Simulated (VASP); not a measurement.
# Mg11Cd5O16 (P1) in VASP: single point with HSE06

Aim: the single point of Mg11Cd5O16 with HSE06.

All numbers are computed with VASP 6.6.1; they aren't measurements. Logs are shortened: lines on timing, memory, paths and dates and some standing lists are left out, and cuts for length are marked.

## Step 1: The cell of the first run

The typed cell holds 64 atoms: a = 8.793 Å, b = 8.793 Å, c = 8.793 Å, α = 90.00°, β = 90.00°, γ = 90.00°.

## Step 2: Single point, HSE06

Input file POSCAR:

```
Mg11Cd5O16
1.0
    8.7925000000      0.0000000000      0.0000000000
    0.0000000000      8.7925000000      0.0000000000
    0.0000000000      0.0000000000      8.7925000000
O Mg Cd
32 22 10
Direct
    0.2493260000      0.0168620000      0.0014510000
    0.2351090000      0.9852000000      0.4998560000
    0.2524410000      0.4916130000      0.0007580000
    0.2634330000      0.5093070000      0.5014510000
    0.7508350000      0.0041350000      0.0120010000
    0.7585110000      0.9982090000      0.4866200000
    0.7484970000      0.4995100000      0.0013730000
    0.7392390000      0.5006000000      0.4974740000
    0.9955510000      0.2488800000      0.0136010000
    0.9863810000      0.2340300000      0.4827450000
    0.9871270000      0.7525740000      0.0046320000
    0.9949460000      0.7592950000      0.4944600000
    0.5049930000      0.2522850000      0.0152190000
    0.5127800000      0.2610780000      0.4827980000
    0.5135740000      0.7516860000      0.0154280000
    0.5032800000      0.7401390000      0.4848160000
    0.9871510000      0.9965350000      0.2457190000
    0.9977010000      0.9841790000      0.7563590000
    0.9979530000      0.5012160000      0.2380420000
    0.0000500000      0.5123620000      0.7654650000
    0.5131260000      0.0004800000      0.2392550000
    0.4997700000      0.9998840000      0.7699930000
    0.5015430000      0.5013770000      0.2463030000
    0.4999270000      0.5026580000      0.7565370000
    0.2492650000      0.2660470000      0.2404300000
    0.2482610000      0.2689970000      0.7631480000
    0.2468120000      0.7351250000      0.2611270000
    0.2339380000      0.7340870000      0.7356590000
    0.7505860000      0.2558650000      0.2489950000
    0.7513650000      0.2672140000      0.7472600000
    0.7514860000      0.7451720000      0.2511540000
    0.7615280000      0.7355680000      0.7460370000
    0.9929580000      0.0003760000      0.0058230000
    0.9938390000      0.9946350000      0.4911760000
    0.9966600000      0.5004880000      0.0024120000
    0.5067360000      0.0044160000      0.0081680000
    0.5030320000      0.4988900000      0.0048670000
    0.5019910000      0.5022740000      0.4932970000
    0.2495930000      0.2556230000      0.0050690000
    0.2452020000      0.7443340000      0.4972090000
    0.7502640000      0.2538750000      0.0079690000
    0.7499310000      0.2541140000      0.4912890000
    0.7511780000      0.7474550000      0.0055560000
    0.7519050000      0.7458320000      0.4945830000
    0.2519070000      0.5009840000      0.2465120000
    0.2496500000      0.5031630000      0.7544630000
    0.7511560000      0.9996610000      0.2482480000
    0.7489580000      0.5008880000      0.2474940000
    0.7498150000      0.5026970000      0.7533250000
    0.9949320000      0.2516990000      0.2461570000
    0.9948460000      0.7481870000      0.2488780000
    0.9965750000      0.7472610000      0.7509090000
    0.5051410000      0.2565250000      0.2467450000
    0.5054690000      0.7453210000      0.2495950000
    0.9993510000      0.5004740000      0.5002120000
    0.5012670000      0.9990450000      0.4960580000
    0.2491620000      0.2521390000      0.4976740000
    0.2489620000      0.7499520000      0.0006570000
    0.2488690000      0.0000460000      0.2492680000
    0.2464640000      0.9984470000      0.7514290000
    0.7511230000      0.9988860000      0.7500210000
    0.9988760000      0.2499120000      0.7521560000
    0.5007400000      0.2538020000      0.7522680000
    0.5000730000      0.7483920000      0.7494640000
```

Input file INCAR.step1:

```
SYSTEM = Mg11Cd5O16
PREC     = Accurate       ! precision mode
ENCUT    = 520            ! plane-wave cutoff, eV
EDIFF    = 1E-5           ! SCF threshold, eV
ISMEAR   = -1             ! smearing method
SIGMA    = 0.05           ! smearing width, eV
LREAL    = Auto         
LASPH    = .True.         ! aspherical terms in the spheres
NELM     = 60             ! most SCF steps
ALGO     = Normal         ! electronic algorithm
ISIF     = 2              ! what is computed and relaxed
LWAVE    = .True.         ! write WAVECAR
LCHARG   = .False.        ! write CHGCAR
GGA      = PE             ! functional
NBANDS   = 216            ! bands
NCORE    = 4
```

Input file INCAR.step2:

```
SYSTEM = Mg11Cd5O16
PREC     = Accurate       ! precision mode
ENCUT    = 520            ! plane-wave cutoff, eV
EDIFF    = 1E-7           ! SCF threshold, eV
ISMEAR   = -1             ! smearing method
SIGMA    = 0.05           ! smearing width, eV
LREAL    = Auto         
LASPH    = .True.         ! aspherical terms in the spheres
NELM     = 60             ! most SCF steps
ALGO     = Normal         ! electronic algorithm
ISIF     = 2              ! what is computed and relaxed
LWAVE    = .False.        ! write WAVECAR
LCHARG   = .False.        ! write CHGCAR
GGA      = PE             ! functional
LHFCALC  = .True.         ! exact exchange
HFSCREEN = 0.2079         ! screening, 1/A
PRECFOCK = Fast         
ISTART   = 1            
NBANDS   = 216            ! bands
NCORE    = 4
```

Input file KPOINTS:

```
Automatic mesh
0
Gamma
  1 1 1
  0 0 0
```

Potentials or basis: VASP PAW PBE potentials, release 64 (O, Mg, Cd).

The run is started by

```sh
$ cat potpaw_PBE.64/O/POTCAR potpaw_PBE.64/Mg/POTCAR potpaw_PBE.64/Cd/POTCAR > POTCAR
$ cp INCAR.step1 INCAR
$ mpirun -np 4 vasp_gam > vasp.out
$ cp INCAR.step2 INCAR
$ mpirun -np 4 vasp_gam > vasp.out
```

OUTCAR:

```text
SYSTEM = Mg11Cd5O16
   PREC = Accurate
   ENCUT = 520
   EDIFF = 1E-7
   ISMEAR = -1
   LREAL = Auto
   LASPH = .True.
   NELM = 60
   ISIF = 2
   GGA = PE
   LHFCALC = .True.
   HFSCREEN = 0.2079
   PRECFOCK = Fast
   ISTART = 1

 ion  position               nearest neighbor table
   1  0.249  0.017  0.001-  39 2.10  59 2.18  60 2.20  33 2.26  36 2.27  58 2.35
   2  0.235  0.985  0.500-  40 2.12  34 2.12  59 2.21  60 2.22  56 2.34  57 2.35
   3  0.252  0.492  0.001-  39 2.08  45 2.16  46 2.17  37 2.20  35 2.25  58 2.27
   4  0.263  0.509  0.501-  40 2.07  38 2.10  46 2.23  45 2.25  57 2.26  55 2.32
   5  0.751  0.004  0.012-  47 2.08  33 2.13  36 2.15  41 2.20  43 2.26  61 2.30
   6  0.759  0.998  0.487-  34 2.07  47 2.10  44 2.22  42 2.25  56 2.26  61 2.32
[... 76 lines left out ...]
  58  0.249  0.750  0.001-   3 2.27  27 2.29  11 2.30  15 2.33  28 2.34   1 2.35  46 3.07  45 3.08
                            60 3.09  59 3.10  35 3.12  52 3.12  64 3.12  51 3.12  37 3.14  54 3.14
  59  0.249  0.000  0.249-   1 2.18   2 2.21  17 2.30  21 2.33  27 2.33  25 2.34  34 3.09  58 3.10
                            56 3.10  36 3.10  33 3.11  39 3.11  57 3.11  40 3.13  50 3.14  51 3.15
  60  0.246  0.998  0.751-  18 2.19   1 2.20   2 2.22  22 2.23  28 2.33  26 2.38  58 3.09  62 3.10
                            52 3.12  64 3.13  57 3.16  33 3.16  40 3.16  63 3.17  56 3.17  39 3.18
  61  0.751  0.999  0.750-  18 2.17  22 2.22   5 2.30   6 2.32  32 2.32  30 2.36  52 3.09  33 3.10
                            62 3.10  64 3.12  34 3.12  36 3.13  56 3.13  63 3.14  43 3.15  44 3.16
  62  0.999  0.250  0.752-  30 2.18  26 2.20   9 2.30  20 2.31  18 2.34  10 2.38  61 3.10  60 3.10
                            35 3.11  49 3.12  55 3.12  33 3.13  39 3.13  46 3.13  41 3.14  57 3.14
  63  0.501  0.254  0.752-  24 2.19  30 2.21  26 2.23  22 2.24  13 2.31  14 2.37  37 3.09  49 3.10
                            46 3.11  39 3.13  41 3.14  61 3.14  36 3.14  57 3.15  38 3.16  60 3.17
  64  0.500  0.748  0.749-  24 2.16  22 2.22  32 2.30  16 2.33  15 2.34  28 2.35  49 3.08  46 3.08
                            61 3.12  58 3.12  38 3.12  60 3.13  56 3.13  37 3.14  44 3.15  40 3.15

  LATTYP: Found a simple cubic cell.
 ALAT       =     8.7925000000

  Lattice vectors:

 A1 = (   8.7925000000,   0.0000000000,   0.0000000000)
 A2 = (   0.0000000000,   8.7925000000,   0.0000000000)
 A3 = (   0.0000000000,   0.0000000000,   8.7925000000)

Analysis of symmetry for initial positions (statically):
=====================================================================
 Subroutine PRICEL returns:
 Original cell was already a primitive cell.

 Routine SETGRP: Setting up the symmetry group for a
 simple cubic supercell.

 Subroutine GETGRP returns: Found  1 space group operations
 (whereof  1 operations were pure point group operations)
 out of a pool of 48 trial point group operations.

The static configuration has the point symmetry C_1 .

Analysis of symmetry for dynamics (positions and initial velocities):
=====================================================================
 Subroutine PRICEL returns:
 Original cell was already a primitive cell.

 Routine SETGRP: Setting up the symmetry group for a
 simple cubic supercell.

 Subroutine GETGRP returns: Found  1 space group operations
 (whereof  1 operations were pure point group operations)
 out of a pool of 48 trial point group operations.

The dynamic configuration has the point symmetry C_1 .

 Subroutine INISYM returns: Found  1 space group operations
 (whereof  1 operations are pure point group operations),
 and found     1 'primitive' translations

----------------------------------------------------------------------------------------

                                     Primitive cell

[... 181 lines left out ...]
   PREC   = accura    normal or accurate (medium, high low for compatibility)
   ISTART =      1    job   : 0-new  1-cont  2-samecut
   ICHARG =      0    charge: 1-file 2-atom 10-const
   ISPIN  =      1    spin polarized calculation?
   LNONCOLLINEAR =      F non collinear calculations
   LSORBIT =      F    spin-orbit coupling
   LASPH  =      T    aspherical Exc in radial PAW
   ENCUT  =  520.0 eV  38.22 Ry    6.18 a.u.  16.35 16.35 16.35*2*pi/ulx,y,z
   NELM   =     60;   NELMIN=  2; NELMDL=  0     # of ELM steps
   EDIFF  = 0.1E-06   stopping-criterion for ELM
   LREAL  =      T    real-space projection
   EDIFFG = 0.1E-05   stopping-criterion for IOM
   NSW    =      0    number of steps for IOM
   IBRION =     -1    ionic relax: 0-MD 1-quasi-New 2-CG
   NFREE  =      0    steps in history (QN), initial steepest desc. (CG)
   ISIF   =      2    stress and relaxation
   ISYM   =      3    0-nonsym 1-usesym 2-fastsym
   POTIM  = 0.5000    time-step for ionic-motion
   TEBEG  =    0.0;   TEEND  =   0.0 temperature during run
   PSTRESS=    0.0 pullay stress
   NELECT =     356.0000    total number of electrons
   NUPDOWN=      -1.0000    fix difference up-down
   EMIN   =  10.00;   EMAX   =-10.00  energy-range for DOS
   EFERMI =   0.00;   METHOD = LEGACY
   ISMEAR =    -1;   SIGMA  =   0.05  broadening in eV -4-tet -1-fermi 0-gaus
   EFERMI_NEDOS =   21; number of points for ismear=-14 and -15
   IALGO  =     38    algorithm
   IMIX   =      1    mixing-type and parameters
     AMIX     =   0.40;   BMIX     =  1.00
     AMIX_MAG =   1.60;   BMIX_MAG =  1.00
  volume/ion in A,a.u.               =      10.62        71.67
  Fermi-wavevector in a.u.,A,eV,Ry     =   1.319611  2.493702 23.692805  1.741372
  Thomas-Fermi vector in A             =   2.449496
   LORBIT       =      0    0 simple, 1 ext, 2 COOP (PROOUT), +10 PAW based schemes
   GGA     = PE    functional components
   LHFCALC =     T    Hartree Fock is set to
   PRECFOCK=fast      Normal, Fast or Accurate (Low or Medium for compatibility)
   ENCUT4O =  -1.0   cutoff for four orbital integrals eV
   NKREDX  =     1    reduce k-point grid by
   NKREDY  =     1    reduce k-point grid by
   NKREDZ  =     1    reduce k-point grid by
   AEXX    =    0.2500 exact exchange contribution
   HFSCREEN=    0.2079 screening length (either q_TF or 0.3 A-1)
   HFSCREENC=   0.2079 screening length for correlation (either q_TF or 0.3 A-1)
   ENCUTFOCK=  -1.0 apply spherical cutoff to Coloumb kernel
   IVDW    =     0    specifies the selected vdW correction
   LEPSILON=     F    determine dielectric tensor
   LRPA    =     F    only Hartree local field effects (RPA)
 non-spin polarized calculation
  energy-cutoff  :      520.00
  volume of cell :      679.73
 maximum number of plane-waves:      9163
 NGX is ok and might be reduce to    70
  NGX = 36; NGY = 36; NGZ = 36

 number of electron     356.0000017 magnetization

 Free energy of the ion-electron system (eV)
  ---------------------------------------------------
  ext. energy  EPLUGINS =         0.00000000
  ---------------------------------------------------
  free energy    TOTEN  =      -407.55839692 eV

  energy without entropy =     -407.55839692  energy(sigma->0) =     -407.55839692

 E-fermi :   3.4601     XC(G=0):  -9.2161

 val. band max:        2.1552087091   @ k =   0.0000   0.0000   0.0000
 cond. band min:       5.2586878829   @ k =   0.0000   0.0000   0.0000
 fundamental gap:      3.1034791738
 Fermi energy:         3.4600512450

 k-point     1 :       0.0000    0.0000    0.0000
  band No.  band energies     occupation
      1     -17.3917      2.00000
      2     -17.0538      2.00000
      3     -16.8862      2.00000
      4     -16.7902      2.00000
      5     -16.6869      2.00000
      6     -16.6689      2.00000
[... 182 lines left out ...]
    189       9.7267      0.00000
    190       9.8299      0.00000
 [bands above 190 left out]

------------------------ aborting loop because EDIFF is reached ----------------------------------------

  FORCE on cell =-STRESS in cart. coord.  units (eV):
  Direction    XX          YY          ZZ          XY          YZ          ZX
  --------------------------------------------------------------------------------------
  -------------------------------------------------------------------------------------
  Total       -0.2715784     -0.8371043     -0.7025515      1.2233395      0.9696922      0.1336659
  in kB       -0.6401307     -1.9731179     -1.6559668      2.8835033      2.2856375      0.3150606
  external PRESSURE =      -1.4230718 kB  Pullay stress =       0.0000000 kB

 VOLUME and BASIS-vectors are now :
 -----------------------------------------------------------------------------
  energy-cutoff  :      520.00
  volume of cell :      679.73
      direct lattice vectors                 reciprocal lattice vectors
     8.792500000  0.000000000  0.000000000     0.113733295  0.000000000  0.000000000
     0.000000000  8.792500000  0.000000000     0.000000000  0.113733295  0.000000000
     0.000000000  0.000000000  8.792500000     0.000000000  0.000000000  0.113733295

 POSITION                                       TOTAL-FORCE (eV/Angst)
 -----------------------------------------------------------------------------------
      2.19220      0.14826      0.01276        -0.015875      0.051259     -0.026261
      2.06720      8.66237      4.39498         0.003302      0.004281      0.041312
      2.21959      4.32251      0.00666         0.035695     -0.038626     -0.014440
      2.31623      4.47808      4.40901         0.032675      0.008266      0.006149
      6.60172      0.03636      0.10552        -0.019353      0.020716      0.015847
      6.66921      8.77675      4.27861         0.038607     -0.000128     -0.013118
[... 56 lines left out ...]
      4.40276      2.23155      6.61432         0.033953      0.098646      0.081067
      4.39689      6.58024      6.58966         0.041843     -0.101424     -0.006904
 -----------------------------------------------------------------------------------
    total drift:                                0.000563     -0.002002      0.016962

  FREE ENERGIE OF THE ION-ELECTRON SYSTEM (eV)
  ---------------------------------------------------
  free  energy   TOTEN  =      -407.5583969210 eV

  energy  without entropy=     -407.5583969210  energy(sigma->0) =     -407.55839692
```

It took 13 min on 4 MPI ranks of Oxide Virtual Turin-like, shared host; peak memory 0.4 GiB.

What came out:

| Item | Value |
| --- | --- |
| Free energy | -407.5584 eV |
| Pressure | -0.1 GPa |
| Largest force | 0.166 eV/Å |
| Band gap on the k mesh | 3.10 eV |

Forces in eV/Å, atoms in the order of the input:
```
O   -0.016  0.051 -0.026
O    0.003  0.004  0.041
O    0.036 -0.039 -0.014
O    0.033  0.008  0.006
O   -0.019  0.021  0.016
O    0.039  0.000 -0.013
O   -0.024 -0.023 -0.009
O   -0.037  0.011  0.023
O   -0.032 -0.045  0.065
O    0.004 -0.025 -0.019
O   -0.038  0.052  0.030
O   -0.038  0.066 -0.038
O    0.012 -0.039  0.077
O    0.029 -0.011 -0.069
O    0.016 -0.006  0.053
O    0.037  0.020 -0.045
O   -0.021 -0.006 -0.018
O    0.024 -0.058  0.055
O    0.012  0.020 -0.050
O   -0.014  0.046  0.049
O    0.029 -0.010 -0.075
O   -0.017 -0.022  0.044
O   -0.003  0.007 -0.040
O   -0.026  0.008  0.043
O   -0.012  0.077 -0.031
O   -0.038  0.066 -0.027
O   -0.012 -0.079  0.073
O   -0.017 -0.052 -0.025
O    0.004  0.052  0.008
O   -0.001  0.066 -0.041
O    0.014 -0.052  0.033
O    0.076 -0.092 -0.034
Mg  -0.100 -0.004  0.093
Mg  -0.081 -0.088 -0.115
Mg  -0.045  0.005  0.028
Mg   0.100  0.049  0.100
Mg   0.039 -0.044  0.082
Mg   0.041  0.047 -0.104
Mg   0.005  0.079  0.074
Mg  -0.051 -0.074 -0.037
Mg  -0.004  0.033  0.145
Mg  -0.005  0.045 -0.137
Mg   0.039 -0.040  0.098
Mg   0.048 -0.041 -0.089
Mg   0.047  0.000 -0.048
Mg  -0.009  0.027  0.044
Mg   0.047 -0.001 -0.046
Mg  -0.045  0.000 -0.038
Mg   0.010  0.036  0.043
Mg  -0.098 -0.009 -0.080
Mg  -0.092  0.011  0.004
Mg  -0.040 -0.046  0.001
Mg   0.099  0.091 -0.081
Mg   0.098 -0.095  0.000
Cd  -0.035  0.089 -0.027
Cd   0.076 -0.040 -0.103
Cd   0.003  0.073 -0.068
Cd  -0.041 -0.071  0.034
Cd  -0.046 -0.005 -0.035
Cd  -0.066 -0.036  0.028
Cd   0.065 -0.032  0.031
Cd  -0.035  0.030  0.086
Cd   0.034  0.099  0.081
Cd   0.042 -0.101 -0.007
```

Stress tensor (GPa, compression positive):
```
-0.06  0.29  0.03
 0.29 -0.20  0.23
 0.03  0.23 -0.17
```

Caveat: the k points lie up to 0.71 Å⁻¹ apart; the PAW data sets were made with another functional, which shifts forces and pressure a little. A k mesh can miss the band edges.
